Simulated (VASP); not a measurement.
# TiO2 (Rutile) (P4_2/mnm) in VASP: relaxation of the atoms with PBE

Aim: the relaxation of the atoms of TiO2 (Rutile) with PBE.

Program: VASP 6.6.1. These are calculated values, not measurements. Logs are shortened: lines on timing, memory, paths and dates and some standing lists are left out, and cuts for length are marked.

**1. The cell of the first run**

The structure is tetragonal, space group P4_2/mnm (No. 136). The conventional cell has a = 4.594 Å, b = 4.594 Å, c = 2.959 Å, α = 90.00°, β = 90.00°, γ = 90.00°. Within 2.6 Å of Ti (site symmetry mmm) lie 6 O at 1.94 to 1.99 Å. Within 2.6 Å of O (site symmetry m2m) lie 3 Ti at 1.94 to 1.99 Å and 1 O at 2.52 Å.

**2. Relaxation of the atoms, PBE**

Contents of INCAR:

```
ALGO = Normal
EDIFF = 1E-7
EDIFFG = -0.02
ENCUT = 520
GGA = PE
GGA_COMPAT = F
IBRION = 2
ISIF = 2
ISMEAR = -1
LASPH = T
LCHARG = F
LREAL = F
LWAVE = F
NELM = 120
NELMIN = 4
NSW = 80
PREC = Accurate
SIGMA = 0.01
```

Contents of KPOINTS:

```
k-points
0
Gamma
  7 7 11
```

Contents of POSCAR:

```
TiO2
1.0
    4.5940000000      0.0000000000      0.0000000000
    0.0000000000      4.5940000000      0.0000000000
    0.0000000000      0.0000000000      2.9590000000
Ti O
2 4
Direct
    0.0000000000      0.0000000000      0.0000000000
    0.5000000000      0.5000000000      0.5000000000
    0.3060000000      0.3060000000      0.0000000000
    0.1940000000      0.8060000000      0.5000000000
    0.6940000000      0.6940000000      0.0000000000
    0.8060000000      0.1940000000      0.5000000000
```

Potentials or basis: VASP PAW PBE potentials, release 64 (Ti_sv, O).

Started as:

```console
$ cat potpaw_PBE.64/Ti_sv/POTCAR potpaw_PBE.64/O/POTCAR > POTCAR
$ mpirun -np 1 vasp_std > vasp.out
```

OUTCAR:

```text
EDIFF = 1E-7
   EDIFFG = -0.02
   ENCUT = 520
   GGA = PE
   IBRION = 2
   ISIF = 2
   ISMEAR = -1
   LASPH = T
   LREAL = F
   NELM = 120
   NELMIN = 4
   NSW = 80
   PREC = Accurate

 ion  position               nearest neighbor table
   1  0.000  0.000  0.000-   4 1.94   6 1.94   4 1.94   6 1.94   5 1.99   3 1.99
   2  0.500  0.500  0.500-   3 1.94   5 1.94   3 1.94   5 1.94   4 1.99   6 1.99
   3  0.306  0.306  0.000-   2 1.94   2 1.94   1 1.99
   4  0.194  0.806  0.500-   1 1.94   1 1.94   2 1.99
   5  0.694  0.694  0.000-   2 1.94   2 1.94   1 1.99
   6  0.806  0.194  0.500-   1 1.94   1 1.94   2 1.99

  LATTYP: Found a simple tetragonal cell.
 ALAT       =     4.5940000000
 C/A-ratio  =     0.6441010013

  Lattice vectors:

 A1 = (   4.5940000000,   0.0000000000,   0.0000000000)
 A2 = (   0.0000000000,   4.5940000000,   0.0000000000)
 A3 = (   0.0000000000,   0.0000000000,   2.9590000000)

Analysis of symmetry for initial positions (statically):
=====================================================================
 Subroutine PRICEL returns:
 Original cell was already a primitive cell.

 Routine SETGRP: Setting up the symmetry group for a
 simple tetragonal supercell.

 Subroutine GETGRP returns: Found 16 space group operations
 (whereof  8 operations were pure point group operations)
 out of a pool of 16 trial point group operations.

The static configuration has the point symmetry D_2h.
 The point group associated with its full space group is D_4h.

Analysis of symmetry for dynamics (positions and initial velocities):
=====================================================================
 Subroutine PRICEL returns:
 Original cell was already a primitive cell.

 Routine SETGRP: Setting up the symmetry group for a
 simple tetragonal supercell.

 Subroutine GETGRP returns: Found 16 space group operations
 (whereof  8 operations were pure point group operations)
 out of a pool of 16 trial point group operations.

The dynamic configuration has the point symmetry D_2h.
 The point group associated with its full space group is D_4h.

 Subroutine INISYM returns: Found 16 space group operations
 (whereof  8 operations are pure point group operations),
 and found     1 'primitive' translations

----------------------------------------------------------------------------------------

                                     Primitive cell

  volume of cell :      62.4492

  direct lattice vectors                    reciprocal lattice vectors
     4.594000000  0.000000000  0.000000000     0.217675229  0.000000000  0.000000000
     0.000000000  4.594000000  0.000000000     0.000000000  0.217675229  0.000000000
     0.000000000  0.000000000  2.959000000     0.000000000  0.000000000  0.337952011

  length of vectors
     4.594000000  4.594000000  2.959000000     0.217675229  0.217675229  0.337952011

  position of ions in fractional coordinates (direct lattice)
     0.000000000  0.000000000  0.000000000
     0.500000000  0.500000000  0.500000000
     0.306000000  0.306000000  0.000000000
     0.194000000  0.806000000  0.500000000
     0.694000000  0.694000000  0.000000000
     0.806000000  0.194000000  0.500000000

  ion indices of the primitive-cell ions
   primitive index   ion index
                 1           1
                 2           2
                 3           3
                 4           4
                 5           5
                 6           6

----------------------------------------------------------------------------------------

 KPOINTS: k-points

Automatic generation of k-mesh.
 Grid dimensions read from file:
 generate k-points for:    7    7   11

 Generating k-lattice:

  Cartesian coordinates                     Fractional coordinates (reciprocal lattice)
     0.031096461  0.000000000  0.000000000     0.142857143  0.000000000  0.000000000
     0.000000000  0.031096461  0.000000000     0.000000000  0.142857143  0.000000000
     0.000000000  0.000000000  0.030722910     0.000000000  0.000000000  0.090909091

  Length of vectors
     0.031096461  0.031096461  0.030722910

  Shift w.r.t. Gamma in fractional coordinates (k-lattice)
     0.000000000  0.000000000  0.000000000

 Subroutine IBZKPT returns following result:
 ===========================================

 Found     60 irreducible k-points:

 Following reciprocal coordinates:
            Coordinates               Weight
  0.000000  0.000000  0.000000      1.000000
  0.142857  0.000000  0.000000      4.000000
  0.285714  0.000000  0.000000      4.000000
  0.428571  0.000000  0.000000      4.000000
  0.142857  0.142857  0.000000      4.000000
  0.285714  0.142857  0.000000      8.000000
[... 16 lines left out ...]
  0.285714  0.000000  0.181818      8.000000
  0.428571  0.000000  0.181818      8.000000
 [... further k-points ...]
   k-points           NKPTS =     60   k-points in BZ     NKDIM =     60   number of bands    NBANDS=     28
   number of dos      NEDOS =    301   number of ions     NIONS =      6
   total plane-waves  NPLWV =  31104
   dimension x,y,z NGX =    36 NGY =   36 NGZ =   24
   dimension x,y,z NGXF=    72 NGYF=   72 NGZF=   48
   ions per type =               2   4
   NGX,Y,Z   is equivalent  to a cutoff of  13.03, 13.03, 13.48 a.u.
   NGXF,Y,Z  is equivalent  to a cutoff of  26.06, 26.06, 26.97 a.u.
 SYSTEM =  unknown system
   PREC   = accura    normal or accurate (medium, high low for compatibility)
   ISTART =      0    job   : 0-new  1-cont  2-samecut
   ICHARG =      2    charge: 1-file 2-atom 10-const
   ISPIN  =      1    spin polarized calculation?
   LNONCOLLINEAR =      F non collinear calculations
   LSORBIT =      F    spin-orbit coupling
   LASPH  =      T    aspherical Exc in radial PAW
   ENCUT  =  520.0 eV  38.22 Ry    6.18 a.u.   8.54  8.54  5.50*2*pi/ulx,y,z
   NELM   =    120;   NELMIN=  4; NELMDL= -5     # of ELM steps
   EDIFF  = 0.1E-06   stopping-criterion for ELM
   LREAL  =      F    real-space projection
   EDIFFG = -.2E-01   stopping-criterion for IOM
   NSW    =     80    number of steps for IOM
   IBRION =      2    ionic relax: 0-MD 1-quasi-New 2-CG
   NFREE  =      1    steps in history (QN), initial steepest desc. (CG)
   ISIF   =      2    stress and relaxation
   ISYM   =      2    0-nonsym 1-usesym 2-fastsym
   POTIM  = 0.5000    time-step for ionic-motion
   TEBEG  =    0.0;   TEEND  =   0.0 temperature during run
   PSTRESS=    0.0 pullay stress
   NELECT =      48.0000    total number of electrons
   NUPDOWN=      -1.0000    fix difference up-down
   EMIN   =  10.00;   EMAX   =-10.00  energy-range for DOS
   EFERMI =   0.00;   METHOD = LEGACY
   ISMEAR =    -1;   SIGMA  =   0.01  broadening in eV -4-tet -1-fermi 0-gaus
   EFERMI_NEDOS =   21; number of points for ismear=-14 and -15
   IALGO  =     38    algorithm
   IMIX   =      4    mixing-type and parameters
     AMIX     =   0.40;   BMIX     =  1.00
     AMIX_MAG =   1.60;   BMIX_MAG =  1.00
  volume/ion in A,a.u.               =      10.41        70.24
  Fermi-wavevector in a.u.,A,eV,Ry     =   1.499614  2.833860 30.597370  2.248843
  Thomas-Fermi vector in A             =   2.611221
   LORBIT       =      0    0 simple, 1 ext, 2 COOP (PROOUT), +10 PAW based schemes
   GGA     = PE    functional components
   LHFCALC =     F    Hartree Fock is set to
   AEXX    =    0.0000 exact exchange contribution
   IVDW    =     0    specifies the selected vdW correction
   LEPSILON=     F    determine dielectric tensor
   LRPA    =     F    only Hartree local field effects (RPA)
 conjugate gradient relaxation of ions
 non-spin polarized calculation
  energy-cutoff  :      520.00
  volume of cell :       62.45
 maximum number of plane-waves:      1697
 NGX is ok and might be reduce to    36
   NGX = 17   NGY = 17   NGZ = 11

--------------------------------------- Ionic step        1  -------------------------------------------

 number of electron      48.0000022 magnetization

 Free energy of the ion-electron system (eV)
  ---------------------------------------------------
  ext. energy  EPLUGINS =         0.00000000
  ---------------------------------------------------
  free energy    TOTEN  =       -53.64015894 eV

  energy without entropy =      -53.64015894  energy(sigma->0) =      -53.64015894

------------------------ aborting loop because EDIFF is reached ----------------------------------------

  FORCE on cell =-STRESS in cart. coord.  units (eV):
  Direction    XX          YY          ZZ          XY          YZ          ZX
  --------------------------------------------------------------------------------------
  -------------------------------------------------------------------------------------
  Total        2.4476430      2.4476430      2.2587130      0.0000000      0.0000000      0.0000000
  in kB       62.7959608     62.7959608     57.9488317      0.0000000      0.0000000      0.0000000
  external PRESSURE =      61.1802511 kB  Pullay stress =       0.0000000 kB

 VOLUME and BASIS-vectors are now :
 -----------------------------------------------------------------------------
  energy-cutoff  :      520.00
  volume of cell :       62.45
      direct lattice vectors                 reciprocal lattice vectors
     4.594000000  0.000000000  0.000000000     0.217675229  0.000000000  0.000000000
     0.000000000  4.594000000  0.000000000     0.000000000  0.217675229  0.000000000
     0.000000000  0.000000000  2.959000000     0.000000000  0.000000000  0.337952011

 POSITION                                       TOTAL-FORCE (eV/Angst)
 -----------------------------------------------------------------------------------
      0.00000      0.00000      0.00000         0.000000     -0.000000      0.000000
      2.29700      2.29700      1.47950         0.000000     -0.000000      0.000000
      1.40576      1.40576      0.00000        -0.185724     -0.185724     -0.000000
      0.89124      3.70276      1.47950         0.185724     -0.185724     -0.000000
      3.18824      3.18824      0.00000         0.185724      0.185724      0.000000
      3.70276      0.89124      1.47950        -0.185724      0.185724      0.000000
 -----------------------------------------------------------------------------------
    total drift:                               -0.000000      0.000000      0.000000

  FREE ENERGIE OF THE ION-ELECTRON SYSTEM (eV)
  ---------------------------------------------------
  free  energy   TOTEN  =       -53.6401589408 eV

  energy  without entropy=      -53.6401589408  energy(sigma->0) =      -53.64015894

--------------------------------------- Ionic step        2  -------------------------------------------

 number of electron      48.0000018 magnetization

 Free energy of the ion-electron system (eV)
  ---------------------------------------------------
  ext. energy  EPLUGINS =         0.00000000
  ---------------------------------------------------
  free energy    TOTEN  =       -53.64665364 eV

  energy without entropy =      -53.64665364  energy(sigma->0) =      -53.64665364

 E-fermi :   5.1713     XC(G=0): -11.4126

 val. band max:        4.8648958929   @ k =   0.0000   0.0000   0.0000
 cond. band min:       6.6973116036   @ k =   0.0000   0.0000   0.0000
 fundamental gap:      1.8324157106
 Fermi energy:         5.1712588823

 k-point     1 :       0.0000    0.0000    0.0000
  band No.  band energies     occupation
      1     -52.0793      2.00000
      2     -52.0622      2.00000
      3     -28.3860      2.00000
      4     -28.3860      2.00000
      5     -28.2217      2.00000
      6     -28.2217      2.00000
[... 20 lines left out ...]
     27       7.2276      0.00000
     28       7.3309      0.00000

 k-point     2 :       0.1429    0.0000    0.0000
  band No.  band energies     occupation
      1     -52.0785      2.00000
      2     -52.0630      2.00000
      3     -28.3795      2.00000
      4     -28.3788      2.00000
      5     -28.2297      2.00000
      6     -28.2291      2.00000
[... 674 lines left out ...]
 k-point    24 :       0.4286    0.0000    0.1818
  band No.  band energies     occupation
      1     -52.0607      2.00000
      2     -52.0575      2.00000
      3     -28.3341      2.00000
      4     -28.3193      2.00000
      5     -28.3059      2.00000
      6     -28.2906      2.00000
[... 20 lines left out ...]
     27       7.8602      0.00000
     28       7.9312      0.00000

 [... further k-points ...]
[... 5 lines left out ...]
  --------------------------------------------------------------------------------------
  -------------------------------------------------------------------------------------
  Total        2.2175546      2.2175546      1.9352105     -0.0000000      0.0000000      0.0000000
  in kB       56.8928857     56.8928857     49.6491523     -0.0000000      0.0000000      0.0000000
  external PRESSURE =      54.4783079 kB  Pullay stress =       0.0000000 kB

 VOLUME and BASIS-vectors are now :
 -----------------------------------------------------------------------------
  energy-cutoff  :      520.00
  volume of cell :       62.45
      direct lattice vectors                 reciprocal lattice vectors
     4.594000000  0.000000000  0.000000000     0.217675229  0.000000000  0.000000000
     0.000000000  4.594000000  0.000000000     0.000000000  0.217675229  0.000000000
     0.000000000  0.000000000  2.959000000     0.000000000  0.000000000  0.337952011

 POSITION                                       TOTAL-FORCE (eV/Angst)
 -----------------------------------------------------------------------------------
      0.00000      4.59400      0.00000        -0.000000      0.000000     -0.000000
      2.29700      2.29700      1.47950        -0.000000      0.000000     -0.000000
      1.39680      1.39680      2.95900         0.003310      0.003310     -0.000000
      0.90020      3.69380      1.47950        -0.003310      0.003310     -0.000000
      3.19720      3.19720      0.00000        -0.003310     -0.003310      0.000000
      3.69380      0.90020      1.47950         0.003310     -0.003310      0.000000
 -----------------------------------------------------------------------------------
    total drift:                                0.000000      0.000000      0.000000

  FREE ENERGIE OF THE ION-ELECTRON SYSTEM (eV)
  ---------------------------------------------------
  free  energy   TOTEN  =       -53.6466536425 eV

  energy  without entropy=      -53.6466536425  energy(sigma->0) =      -53.64665364

 reached required accuracy - stopping structural energy minimisation
```

It took 4.3 min on 1 thread of Intel Xeon 8259CL, shared host; peak memory 0.24 GiB.

Results:

```yaml
Free_energy: -53.6467 eV
Energy_gained_by_relaxing: 1.1 meV/atom
Ionic_steps: 2
Pressure_after_relaxing: 5.4 GPa
Largest_force_after_relaxing: 0.005 eV/Å
Band_gap_on_the_k_mesh: 1.83 eV, direct
```

Forces on the atoms (eV/Å):
```
Ti   0.000  0.000  0.000
Ti   0.000  0.000  0.000
O    0.003  0.003  0.000
O   -0.003  0.003  0.000
O   -0.003 -0.003  0.000
O    0.003 -0.003  0.000
```

Step by step:
| step | energy change (eV) | largest force (eV/Å) | pressure (GPa) |
| --- | --- | --- | --- |
| 1 | 0.0000 | 0.2627 | 6.12 |
| 2 | -0.0065 | 0.0047 | 5.45 |

Final structure:
```
Ti O
1.0
     4.59400    0.00000    0.00000
     0.00000    4.59400    0.00000
     0.00000    0.00000    2.95900
Ti O
2 4
Cartesian
  0.0000 4.5940 0.0000
  2.2970 2.2970 1.4795
  1.3968 1.3968 2.9590
  0.9002 3.6938 1.4795
  3.1972 3.1972 0.0000
  3.6938 0.9002 1.4795
```

A k mesh can miss the band edges. Expect the measured gap to be larger: semilocal functionals such as PBE lack the derivative discontinuity.
